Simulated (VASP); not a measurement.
Runs of VASP 6.6.1 on Sn3Se. The structure is that of space group I4/mmm (No. 139), or close to it. The cells are those of the table. 

```tsv
cell	gap on the mesh (eV)	pressure (GPa)
a = 4.922, b = 4.922, c = 5.173 Å, angles 58.3, 58.3, 63.4°, 4 atoms	none	(b)
a = 4.983, b = 4.983, c = 5.173 Å, angles 58.7, 58.7, 62.5°, 4 atoms	none	6.0
a = 5.304, b = 5.304, c = 5.173 Å, angles 60.8, 60.8, 58.4°, 4 atoms	none	-2.5
a = 5.109, b = 5.109, c = 5.173 Å, angles 59.6, 59.6, 60.8°, 4 atoms	none	(a)
a = 5.046, b = 5.046, c = 5.173 Å, angles 59.2, 59.2, 61.7°, 4 atoms	none	3.7
```

Alike in all rows: task single point; level PBEsol; potentials or basis VASP PAW PBE potentials, release 64 (Sn_d, Se); no spin polarisation; k mesh 12 × 12 × 12; cutoff (eV) 520; smearing gaussian 0.15 eV.

**Question.** Estimate the missing entries.

**Answer.** (a) 1.7; (b) 8.7.

Caveats: the PAW data sets were made with another functional, which shifts forces and pressure a little; spin-orbit coupling is left out, which moves the levels of the heavy elements; the cell stands under pressure (at least some runs).

A k mesh can miss the band edges, and the runs leave out spin-orbit coupling on Se, Sn.

A gap of «none» marks levels without a gap at the run's occupations.
